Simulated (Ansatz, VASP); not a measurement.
**CuO: VASP beside Ansatz**

```
CELL_PARAMETERS angstrom
4.16430 0.00000 0.00000
0.00000 -4.17588 0.00000
0.00000 0.00000 -5.15126
ATOMIC_POSITIONS crystal
Cu 0.75000 0.25000 0.00000
Cu 0.25000 0.75000 0.00000
Cu 0.75000 0.75000 0.50000
Cu 0.25000 0.25000 0.50000
O 0.50000 0.00000 0.75000
O 0.00000 0.50000 0.75000
O 0.50000 0.00000 0.25000
O 0.00000 0.50000 0.25000
```

Alike in both runs: task single point; functional PBE; k mesh 8 × 8 × 8; occupations gaussian, width 0.15 eV; no spin polarisation.

|  | VASP | Ansatz |
| --- | --- | --- |
| version | VASP 6.6.1 | Ansatz 0.2.0 |
| potentials or method | VASP PAW PBE potentials, release 64 (Cu, O), cutoff 520 eV | scalar-relativistic, plane waves, PAW |
| valence electrons in the cell | 68 | 100 |

VASP gave:

```
gap on the k mesh at the Fermi level (eV)                     : none
pressure (GPa)                                                : 0.5
traceless stress, the component that is largest in VASP (GPa) : 0.29
```

Estimate Ansatz's values.

gap on the k mesh at the Fermi level (eV): none; pressure (GPa): 0.0; traceless stress, the component that is largest in VASP (GPa): 0.03.

A gap of «none» marks a metal or a gap that the smearing closes. The functional is the same, so the differences come from potentials, cutoffs and numerics. VASP's potentials hold 68 valence electrons a cell and Ansatz's 100, so a difference there can come from the potentials and not from the codes.
